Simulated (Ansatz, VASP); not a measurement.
**Mo in VASP and in Ansatz**

INCAR

```
SYSTEM = Mo
PREC = Accurate
ENCUT = 500
EDIFF = 1E-6
ISMEAR = 0
SIGMA = 0.15
LREAL = .FALSE.
LASPH = .TRUE.
NELM = 120
ALGO = Normal
ISIF = 2
LWAVE = .FALSE.
LCHARG = .TRUE.
GGA = PS
LELF = .TRUE.
LVHAR = .TRUE.
NBANDS = 13
GGA_COMPAT = .FALSE.
```

The input KPOINTS:

```
Automatic mesh
0
G
  22 22 22
  0 0 0
```

The input POSCAR:

```
Mo
1.0
   -1.6181300000      1.6181300000      1.5238700000
    1.6181300000     -1.6181300000      1.5238700000
    1.6181300000      1.6181300000     -1.5238700000
Mo
1
Direct
    0.0000000000      0.0000000000      0.0000000000
```

Input for Ansatz:

```yaml
crystal:
  lattice:
    - [-1.61813, 1.61813, 1.52387]
    - [1.61813, -1.61813, 1.52387]
    - [1.61813, 1.61813, -1.52387]
  atoms:
    - { symbol: Mo, position: [0.0, 0.0, 0.0] }
basis:
  ecutwfc: 420
kpoints:
  mp_grid: { grid: [22, 22, 22] }
hamiltonian:
  xc: pbesol
scf:
  occupations: { method: gaussian, width: 0.15 }
output:
  forces: true
  stress: true
  eigenvalues: true
```

Change from the starting cell: strain +0.030 along x and y, -0.030 along z, atoms carried along.

Alike in both runs: task single point; functional PBEsol; k mesh 22 × 22 × 22; occupations gaussian, width 0.15 eV; no spin polarisation.

|  | VASP | Ansatz |
| --- | --- | --- |
| version | VASP 6.6.1 | Ansatz 0.2.0 |
| potentials or method | VASP PAW PBE potentials, release 64 (Mo_sv), cutoff 500 eV | scalar-relativistic, plane waves, PAW |
| valence electrons in the cell | 14 | 14 |

```csv
,VASP,Ansatz,Ansatz less VASP
gap on the k mesh at the Fermi level (eV),none,none,-
pressure (GPa),-9.5,-9.9,-0.48
"traceless stress, the component that is largest in VASP (GPa)",11.69,11.70,+0.009
```

VASP's potentials were made for PBE, not for PBEsol. A gap of «none» marks a metal or a gap that the smearing closes.
